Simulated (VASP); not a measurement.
# ZnS (dlda) (F-43m) in VASP: vibrations by perturbation theory with LDA

Aim: the vibrations by perturbation theory of ZnS (dlda) with LDA.

Program: VASP 6.6.1. These are calculated values, not measurements. Logs are shortened: lines on timing, memory, paths and dates and some standing lists are left out, and cuts for length are marked.

### Step 1. The cell of the first run

It takes space group F-43m (No. 216, cubic). Conventional cell: a = 5.297 Å, b = 5.297 Å, c = 5.297 Å, α = 90.00°, β = 90.00°, γ = 90.00°. Zn (site symmetry -43m) has 4 S at 2.29 Å within 3.0 Å. S (site symmetry -43m) has 4 Zn at 2.29 Å within 3.0 Å.

### Step 2. Vibrations by perturbation theory, LDA

INCAR

```
PREC = Accurate ; ENCUT = 520
EDIFF = 1E-8 ; ISMEAR = 0
SIGMA = 0.01 ; LREAL = False
LASPH = True ; NELM = 100
ALGO = Normal ; ISIF = 2
LWAVE = False ; LCHARG = True
GGA = CA ; IBRION = 8
NSW = 1 ; LEPSILON = True
```

KPOINTS

```
Automatic mesh
0
Gamma
  8 8 8
```

POSCAR

```
ZnS
1.0
    0.0000000000      2.6484058298      2.6484058298
    2.6484058298      0.0000000000      2.6484058298
    2.6484058298      2.6484058298      0.0000000000
Zn S
1 1
Direct
    0.0000000000      0.0000000000      0.0000000000
    0.7500000000      0.7500000000      0.7500000000
```

Potentials or basis: VASP PAW LDA potentials, release 64 (Zn, S).

Run with:

```sh
cat potpaw_LDA.64/Zn/POTCAR potpaw_LDA.64/S/POTCAR > POTCAR
mpirun -np 1 vasp_std > vasp.out
```

OUTCAR:

```text
PREC = Accurate
   ENCUT = 520
   EDIFF = 1E-8
   ISMEAR = 0
   LREAL = False
   LASPH = True
   NELM = 100
   ISIF = 2
   GGA = CA
   IBRION = 8
   NSW = 1
   LEPSILON = True

 ion  position               nearest neighbor table
   1  0.000  0.000  0.000-   2 2.29   2 2.29   2 2.29   2 2.29
   2  0.750  0.750  0.750-   1 2.29   1 2.29   1 2.29   1 2.29

  LATTYP: Found a face centered cubic cell.
 ALAT       =     5.2968116596

  Lattice vectors:

 A1 = (   0.0000000000,   2.6484058298,   2.6484058298)
 A2 = (   2.6484058298,   0.0000000000,   2.6484058298)
 A3 = (   2.6484058298,   2.6484058298,   0.0000000000)

Analysis of symmetry for initial positions (statically):
=====================================================================
 Subroutine PRICEL returns:
 Original cell was already a primitive cell.

 Routine SETGRP: Setting up the symmetry group for a
 face centered cubic supercell.

 Subroutine GETGRP returns: Found 24 space group operations
 (whereof 24 operations were pure point group operations)
 out of a pool of 48 trial point group operations.

The static configuration has the point symmetry T_d .

Analysis of symmetry for dynamics (positions and initial velocities):
=====================================================================
 Subroutine PRICEL returns:
 Original cell was already a primitive cell.

 Routine SETGRP: Setting up the symmetry group for a
 face centered cubic supercell.

 Subroutine GETGRP returns: Found 24 space group operations
 (whereof 24 operations were pure point group operations)
 out of a pool of 48 trial point group operations.

The dynamic configuration has the point symmetry T_d .

 Subroutine INISYM returns: Found 24 space group operations
 (whereof 24 operations are pure point group operations),
 and found     1 'primitive' translations

----------------------------------------------------------------------------------------

                                     Primitive cell

  volume of cell :      37.1521

  direct lattice vectors                    reciprocal lattice vectors
     0.000000000  2.648405830  2.648405830    -0.188792818  0.188792818  0.188792818
     2.648405830  0.000000000  2.648405830     0.188792818 -0.188792818  0.188792818
     2.648405830  2.648405830  0.000000000     0.188792818  0.188792818 -0.188792818

  length of vectors
     3.745411443  3.745411443  3.745411443     0.326998753  0.326998753  0.326998753

  position of ions in fractional coordinates (direct lattice)
     0.000000000  0.000000000  0.000000000
     0.750000000  0.750000000  0.750000000

  ion indices of the primitive-cell ions
   primitive index   ion index
                 1           1
                 2           2

----------------------------------------------------------------------------------------

 KPOINTS: Automatic mesh

Automatic generation of k-mesh.
 Grid dimensions read from file:
 generate k-points for:    8    8    8

 Generating k-lattice:

  Cartesian coordinates                     Fractional coordinates (reciprocal lattice)
    -0.023599102  0.023599102  0.023599102     0.125000000  0.000000000  0.000000000
     0.023599102 -0.023599102  0.023599102     0.000000000  0.125000000  0.000000000
     0.023599102  0.023599102 -0.023599102     0.000000000  0.000000000  0.125000000

  Length of vectors
     0.040874844  0.040874844  0.040874844

  Shift w.r.t. Gamma in fractional coordinates (k-lattice)
     0.000000000  0.000000000  0.000000000

 Subroutine IBZKPT returns following result:
 ===========================================

 Found     29 irreducible k-points:

 Following reciprocal coordinates:
            Coordinates               Weight
  0.000000  0.000000  0.000000      1.000000
  0.125000  0.000000  0.000000      8.000000
  0.250000  0.000000  0.000000      8.000000
[... 487 lines left out ...]
      direct lattice vectors                 reciprocal lattice vectors
     0.000000000  2.648405830  2.648405830    -0.188792818  0.188792818  0.188792818
     2.648405830  0.000000000  2.648405830     0.188792818 -0.188792818  0.188792818
     2.648405830  2.648405830  0.000000000     0.188792818  0.188792818 -0.188792818

 POSITION                                       TOTAL-FORCE (eV/Angst)
 -----------------------------------------------------------------------------------
      0.00000      0.00000      0.00000        -0.000000      0.000000     -0.000000
      3.97261      3.97261      3.97261         0.000000     -0.000000      0.000000
 -----------------------------------------------------------------------------------
    total drift:                               -0.000001     -0.000001     -0.000001

  FREE ENERGIE OF THE ION-ELECTRON SYSTEM (eV)
  ---------------------------------------------------
  free  energy   TOTEN  =        -8.2075207300 eV

  energy  without entropy=       -8.2075207300  energy(sigma->0) =       -8.20752073

 HEAD OF MICROSCOPIC STATIC DIELECTRIC TENSOR (INDEPENDENT PARTICLE, excluding Hartree and local field effects)
 ------------------------------------------------------
           6.729229    -0.000000     0.000000
          -0.000000     6.729229     0.000000
           0.000000    -0.000000     6.729229
 ------------------------------------------------------

 Free energy of the ion-electron system (eV)
  ---------------------------------------------------
  ---------------------------------------------------
  free energy    TOTEN  =        -0.56522493 eV

  energy without entropy =       -0.56522493

------------------------ aborting loop because EDIFF is reached ----------------------------------------

--------------------------------------- Ionic step        2  -------------------------------------------

------------------------ aborting loop because EDIFF is reached ----------------------------------------

--------------------------------------- Ionic step        3  -------------------------------------------

------------------------ aborting loop because EDIFF is reached ----------------------------------------

 PIEZOELECTRIC TENSOR FIELD DIRECTION 3  (e Angst)
 -----------------------------------------------------------------------------
    -0.00062  1.52658  0.00000           ( -0.00000 -0.01951  0.00000)
     1.52658 -0.00062  0.00000           ( -0.01951 -0.00000  0.00000)
     0.00000  0.00000 -0.00006           (  0.00000  0.00000 -0.00000)

 PIEZOELECTRIC TENSOR FIELD DIRECTION 3  (C/m^2)
 -----------------------------------------------------------------------------
    -0.00027  0.65834  0.00000
     0.65834 -0.00027  0.00000
     0.00000  0.00000 -0.00003

--------------------------------------- Ionic step        4  -------------------------------------------

------------------------ aborting loop because EDIFF is reached ----------------------------------------

[... ionic steps 5 to 6 ...]

--------------------------------------- Ionic step        7  -------------------------------------------

 Free energy of the ion-electron system (eV)
  ---------------------------------------------------
  ---------------------------------------------------
  free energy    TOTEN  =        -0.10378438 eV

  energy without entropy =       -0.10378438

------------------------ aborting loop because EDIFF is reached ----------------------------------------

 INTERNAL STRAIN TENSOR  FOR ION    2  DIRECTION 1   (eV/Angst):
 -----------------------------------------------------------------------------
    -0.01664  0.00000  0.00000
     0.00000  0.01608  6.63235
     0.00000  6.63235  0.01608

 MACROSCOPIC STATIC DIELECTRIC TENSOR (including local field effects in DFT)
 ------------------------------------------------------
           6.233798     0.000000    -0.000000
           0.000000     6.233798    -0.000000
           0.000000     0.000000     6.233798
 ------------------------------------------------------

 PIEZOELECTRIC TENSOR (including local field effects)  for field in x, y, z        (e  Angst)
          XX          YY          ZZ          XY          YZ          ZX
  --------------------------------------------------------------------------------
  x     0.00000    -0.00000    -0.00000     0.00000     1.54256     0.00000
  y     0.00000     0.00000     0.00000     0.00000     0.00000     1.54256
  z     0.00000     0.00000     0.00000     1.54256     0.00000     0.00000

 PIEZOELECTRIC TENSOR (including local field effects)  for field in x, y, z        (C/m^2)
          XX          YY          ZZ          XY          YZ          ZX
  --------------------------------------------------------------------------------
  x     0.00000    -0.00000    -0.00000     0.00000     0.66522     0.00000
  y     0.00000     0.00000     0.00000     0.00000     0.00000     0.66522
  z     0.00000     0.00000     0.00000     0.66522     0.00000     0.00000

 BORN EFFECTIVE CHARGES (including local field effects) (in |e|, cummulative output)
 ---------------------------------------------------------------------------------
 ion    1
    1     1.92259    -0.00000    -0.00000
    2    -0.00000     1.92259     0.00000
    3     0.00000    -0.00000     1.92259
 ion    2
    1    -1.92259     0.00000     0.00000
    2     0.00000    -1.92259    -0.00000
    3    -0.00000     0.00000    -1.92259

 INTERNAL STRAIN TENSOR FOR ION    2 for displacements in x,y,z  (eV/Angst):
          X           Y           Z          XY          YZ          ZX
  --------------------------------------------------------------------------------
  x    -0.00000     0.00000     0.00000     0.00000     6.63235     0.00000
  y    -0.00000     0.00000    -0.00000     0.00000     0.00000     6.63235
  z     0.00000     0.00000    -0.00000     6.63235     0.00000     0.00000

 SECOND DERIVATIVES (NOT SYMMETRIZED)
 ------------------------------------
               1X          1Y          1Z          2X          2Y          2Z
  1X    -6.843420    0.000000    0.000000    6.843420    0.000000    0.000000
  1Y     0.000000   -6.843420    0.000000    0.000000    6.843420    0.000000
  1Z     0.000000    0.000000   -6.843420    0.000000    0.000000    6.843420
  2X     6.762242    0.000000    0.000000   -6.762242    0.000000    0.000000
  2Y     0.000000    6.762242    0.000000    0.000000   -6.762242    0.000000
  2Z     0.000000    0.000000    6.762242    0.000000    0.000000   -6.762242

 Eigenvectors and eigenvalues of the dynamical matrix
 ----------------------------------------------------

   1 f  =    8.781729 THz    55.177232 2PiTHz  292.926956 cm-1    36.318297 meV
             X         Y         Z           dx          dy          dz
      0.000000  0.000000  0.000000    -0.575911    0.000000    0.000000
      3.972609  3.972609  3.972609     0.817513   -0.000000    0.000000
[... 21 lines left out ...]
   6 f/i=    0.024669 THz     0.155000 2PiTHz    0.822868 cm-1     0.102023 meV
             X         Y         Z           dx          dy          dz
      0.000000  0.000000  0.000000     0.659400    0.483238    0.000000
      3.972609  3.972609  3.972609     0.464525    0.340425    0.000000

--------------------------------------------------------------------------------------------------------

 MACROSCOPIC STATIC DIELECTRIC TENSOR IONIC CONTRIBUTION
 ------------------------------------------------------
           2.646423    -0.000000    -0.000000
          -0.000000     2.646423    -0.000000
          -0.000000    -0.000000     2.646423
 ------------------------------------------------------

 ELASTIC MODULI CONTR FROM IONIC RELAXATION (kBar)
 Direction    XX          YY          ZZ          XY          YZ          ZX
 --------------------------------------------------------------------------------
 XX          -0.0000      0.0000      0.0000     -0.0000      0.0000      0.0000
 YY           0.0000     -0.0000      0.0000     -0.0000     -0.0000     -0.0000
 ZZ           0.0000      0.0000     -0.0000      0.0000     -0.0000      0.0000
 XY          -0.0000     -0.0000      0.0000   -278.3793      0.0000      0.0000
 YZ           0.0000     -0.0000     -0.0000      0.0000   -278.3793      0.0000
 ZX           0.0000     -0.0000      0.0000      0.0000      0.0000   -278.3793
 --------------------------------------------------------------------------------

 PIEZOELECTRIC TENSOR IONIC CONTR  for field in x, y, z        (C/m^2)
          XX          YY          ZZ          XY          YZ          ZX
  --------------------------------------------------------------------------------
  x     0.00000    -0.00000    -0.00000     0.00000    -0.80764     0.00000
  y     0.00000    -0.00000     0.00000     0.00000     0.00000    -0.80764
  z    -0.00000    -0.00000     0.00000    -0.80764     0.00000     0.00000
```

It took 3.8 min on 1 thread of AMD EPYC 9R45 (Zen 5), shared host; peak memory 0.21 GiB.

What came out:

* Electronic dielectric tensor (diagonal): 6.23
* Born charges (mean of the diagonal): Zn +1.92; S -1.92 e
* Highest phonon frequency at Γ, LO-TO splitting left out: 293 cm⁻¹

Phonon frequencies in cm⁻¹ (negative: imaginary):
```tsv
q point	frequencies
(0.000, 0.000, 0.000)	-1 -1 -1 293 293 293
```

Electronic dielectric tensor:
```
6.23 0.00 0.00
0.00 6.23 0.00
0.00 0.00 6.23
```

Born effective charge tensors (e):
atom 1, Zn
```
1.92 0.00 0.00
0.00 1.92 0.00
0.00 0.00 1.92
```
atom 2, S
```
-1.92  0.00  0.00
 0.00 -1.92  0.00
 0.00  0.00 -1.92
```
